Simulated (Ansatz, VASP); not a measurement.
ZnAu in VASP and in Ansatz

File INCAR:

```
PREC = Accurate ; ENCUT = 520
EDIFF = 1E-7 ; ISMEAR = 0
SIGMA = 0.15 ; LREAL = False
LASPH = True ; NELM = 60
ALGO = Fast ; ISIF = 2
LWAVE = False ; LCHARG = False
GGA = PS ; NBANDS = 18
```

Contents of KPOINTS:

```
regular mesh
0
Gamma
  16 16 16
```

The input POSCAR:

```
ZnAu
1.0
    3.1470000000      0.0000000000      0.0000000000
    0.0000000000      3.1470000000      0.0000000000
    0.0000000000      0.0000000000      3.1470000000
Zn Au
1 1
Direct
    0.5000000000      0.5000000000      0.5000000000
    0.0505557756     -0.0505557756      0.0000000000
```

Input for Ansatz:

```yaml
crystal:
  lattice:
    - [3.147, 0.0, 0.0]
    - [0.0, 3.147, 0.0]
    - [0.0, 0.0, 3.147]
  atoms:
    - { symbol: Zn, position: [0.5, 0.5, 0.5] }
    - { symbol: Au, position: [0.0505557756, -0.0505557756, 0.0] }
basis:
  ecutwfc: 420
kpoints:
  mp_grid: { grid: [16, 16, 16] }
hamiltonian:
  xc: pbesol
scf:
  occupations: { method: gaussian, width: 0.15 }
output:
  forces: true
  stress: true
  eigenvalues: true
```

Change from the starting cell: all Au atoms moved +0.225 Å, as atom 2 along Cartesian [1 -1 0].

Alike in both runs: task single point; functional PBEsol; k mesh 16 × 16 × 16; occupations gaussian, width 0.15 eV; no spin polarisation.

```csv
,VASP,Ansatz
version,VASP 6.6.1,Ansatz 0.2.0
potentials or method,"VASP PAW PBE potentials, release 64 (Zn, Au), cutoff 520 eV","scalar-relativistic, plane waves, PAW"
valence electrons in the cell,23,31
```

```csv
,VASP,Ansatz,Ansatz less VASP
gap on the k mesh at the Fermi level (eV),none,none,-
pressure (GPa),0.5,0.2,-0.28
"traceless stress, the component that is largest in VASP (GPa)",-2.47,-2.44,+0.032
rms of the force components (eV/Å),0.513,0.504,-0.0093
```

VASP's potentials were made for PBE, not for PBEsol. Atom by atom the forces differ by 0.009 eV/Å (rms over components). A gap of «none» marks a metal or a gap that the smearing closes. VASP's potentials hold 23 valence electrons a cell and Ansatz's 31, so a difference there can come from the potentials and not from the codes.

Neither program's run includes spin-orbit coupling.
